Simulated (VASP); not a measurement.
Wanted: the native input for a VASP 6.6.1 run.

| Quantity | Value |
| --- | --- |
| Task | single point |
| Functional | LDA |
| Potentials or basis | VASP PAW LDA potentials, release 64 (Zn) |
| Cutoff | 520 eV |
| k mesh | 23 × 23 × 11 |
| Occupations | fermi-dirac, width 0.1 eV |
| Spin | no spin polarisation |
| Dipole correction | no |
| Further INCAR settings | ALGO = Normal; EDIFF = 1e-06; NBANDS = 19 |

The structure of Zn lies in POSCAR:

```
Zn
1.0
    2.6048059734      0.0000000000      0.0000000000
   -1.3024029867      2.2558281449      0.0000000000
    0.0000000000      0.0000000000      4.7985163189
Zn
2
Direct
    0.3333333333      0.6666666667      0.2500000000
    0.6666666667      0.3333333333      0.7500000000
```

This cell differs from its parent crystal: volume scaled by 1.04.

One way to write it, as run:

INCAR

```
SYSTEM = Zn
PREC = Accurate
ENCUT = 520
EDIFF = 1E-6
ISMEAR = -1
SIGMA = 0.1
LREAL = .False.
LASPH = .True.
NELM = 100
ALGO = Normal
ISIF = 2
LWAVE = .False.
LCHARG = .True.
LELF = .True.
LVHAR = .True.
NBANDS = 19
```

KPOINTS

```
regular mesh
0
Gamma
  23 23 11
  0 0 0
```

Potentials or basis: VASP PAW LDA potentials, release 64 (Zn).

Command:

```bash
$ cat potpaw_LDA.64/Zn/POTCAR > POTCAR
$ mpirun -np 1 vasp_std > vasp.out
```

Results of the run:

The pressure is -3.1 GPa and the band gap on the k mesh is zero (band 12 reaches 5.15 eV, above the bottom of band 13 at 0.51 eV).

Run time: 77 s on 1 thread of AMD EPYC 7R13 Processor (Zen 3), with other jobs on the host, peak memory 0.21 GiB.
